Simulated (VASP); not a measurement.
**Ta: relaxation of volume and atoms at fixed shape with PBEsol**

Ta:

```
Ta
1.0
     2.86010    0.00000    0.00000
    -0.95337    2.69653    0.00000
    -0.95337   -1.34826    2.33526
Ta
1
Direct
  0.00000 0.00000 0.00000
```

| Item | Value |
| --- | --- |
| Program | VASP 6.6.1 |
| Task | relaxation of volume and atoms at fixed shape |
| Functional | PBEsol |
| Potentials or basis | VASP PAW PBE potentials, release 64 (Ta_pv) |
| Cutoff | 600 eV |
| k mesh | 17 × 17 × 17 |
| Occupations | gaussian, width 0.05 eV |
| Spin | no spin polarisation |
| Dipole correction | no |
| Further INCAR settings | ALGO = Normal; EDIFF = 1e-07; IBRION = 2; EDIFFG = -0.01; NSW = 60; ISIF = 8 |

- Relaxed volume: 17.68 Å³/atom
- Relaxed cell: a = 2.843 Å, b = 2.843 Å, c = 2.843 Å, α = 109.47°, β = 109.47°, γ = 109.47°
- Space group after relaxing (to 0.05 Å): Im-3m (No. 229)
- Energy gained by relaxing: 4.0 meV/atom
- Ionic steps: 3
- Pressure after relaxing: 0.0 GPa

Step by step:
| step | energy change (eV) | largest force (eV/Å) | pressure (GPa) | volume (Å³) |
| --- | --- | --- | --- | --- |
| 1 | 0.0000 | 0.0000 | -3.80 | 18.01 |
| 2 | 0.0193 | 0.0000 | 10.22 | 16.92 |
| 3 | -0.0040 | 0.0000 | -0.04 | 17.68 |

Final structure:
```
Ta
1.0
     2.84276    0.00000    0.00000
    -0.94759    2.68018    0.00000
    -0.94759   -1.34009    2.32110
Ta
1
Direct
  0.00000 0.00000 0.00000
```

Levels at points of the mesh, in eV from the Fermi level:
| k point | band 2 | band 3 | band 4 | band 5 | band 6 | band 7 | band 8 | band 9 |
| --- | --- | --- | --- | --- | --- | --- | --- | --- |
| (0.00, 0.00, 0.00) | -32.94 | -32.94 | -7.99 | 0.73 | 0.73 | 0.73 | 4.07 | 4.07 |

It took 17 s on 1 thread of Intel(R) Xeon(R) 6975P-C (Granite Rapids) (shared host), peak memory 0.17 GiB.

Caveat: the PAW data sets were made with another functional, which shifts forces and pressure a little; spin-orbit coupling is left out, which moves the levels of the heavy elements.
